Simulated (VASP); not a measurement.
**C: single point with PBE+D3(BJ)**

Crystal: C.

```
C
1.0
    -2.46466    0.00000    0.00000
     0.00000    0.00000   -3.57197
     0.00000   -4.26892    0.00000
C
4
Direct
  0.50000 0.00000 0.16386
  0.00000 0.00000 0.64137
  0.00000 0.00000 0.33614
  0.50000 0.00000 0.85863
```

This cell differs from its parent crystal: atoms displaced along a vibrational mode.

```json
{
 "Program": "VASP 6.6.1",
 "Task": "single point",
 "Functional": "PBE",
 "Dispersion": "D3(BJ)",
 "Potentials or basis": "VASP PAW PBE potentials, release 64 (C)",
 "Cutoff": "520 eV",
 "k mesh": "18 × 12 × 10",
 "Occupations": "gaussian, width 0.15 eV",
 "Spin": "no spin polarisation"
}
```

```json
{
 "Pressure": "9.0 GPa",
 "Largest force": "10.534 eV/Å",
 "Band gap on the k mesh": "zero (bands 8 and 9 overlap by 0.65 eV)",
 "Dispersion energy per atom": "-0.144 eV"
}
```

Forces on the atoms (eV/Å):
```
C     0.000  -3.814   0.000
C     0.000 -10.534   0.000
C     0.000   3.814   0.000
C     0.000  10.534   0.000
```

Stress tensor (GPa, compression positive):
```
 1.21  0.00  0.00
 0.00 26.31  0.00
 0.00  0.00 -0.37
```

Levels at points of the mesh, in eV from the Fermi level:
| k point | band 4 | band 5 | band 6 | band 7 | band 8 | band 9 | band 10 | band 11 | band 12 | band 13 |
| --- | --- | --- | --- | --- | --- | --- | --- | --- | --- | --- |
| (0.00, 0.00, 0.00) | -6.73 | -5.80 | -4.36 | -0.69 | -0.59 | 1.10 | 4.08 | 6.19 | 7.70 | 10.48 |
| (0.50, 0.00, 0.00) | -9.78 | -9.11 | -9.11 | -2.38 | -2.38 | 4.31 | 4.31 | 8.92 | 8.92 | 10.19 |
| (0.00, 0.50, 0.00) | -8.12 | -5.77 | -4.34 | -1.70 | -0.66 | 0.00 | 6.23 | 7.95 | 9.35 | 10.69 |
| (0.50, 0.50, 0.00) | -9.71 | -9.02 | -9.02 | -3.41 | -3.41 | 3.43 | 3.43 | 9.82 | 9.82 | 10.10 |
| (0.00, 0.00, 0.50) | -7.64 | -5.38 | -4.97 | -4.47 | -2.79 | 5.76 | 6.05 | 6.94 | 8.01 | 8.38 |
| (0.50, 0.00, 0.50) | -12.45 | -6.31 | -6.31 | -2.15 | -2.15 | 3.42 | 3.42 | 6.63 | 6.63 | 11.05 |
| (0.00, 0.50, 0.50) | -7.58 | -6.66 | -5.86 | -4.94 | -2.75 | 6.33 | 7.34 | 8.53 | 9.63 | 10.75 |
| (0.50, 0.50, 0.50) | -12.33 | -6.27 | -6.27 | -3.08 | -3.08 | 2.00 | 2.00 | 6.85 | 6.85 | 13.26 |

It took 70 s on 1 thread of Intel(R) Xeon(R) 6975P-C (Granite Rapids), on a shared host, peak memory 0.29 GiB.

Caveat: the cell differs from its parent crystal (atoms displaced along a vibrational mode); the cell stands under pressure; forces of over 1 eV/Å act on the atoms, so gaps and moduli don't describe the material at rest.
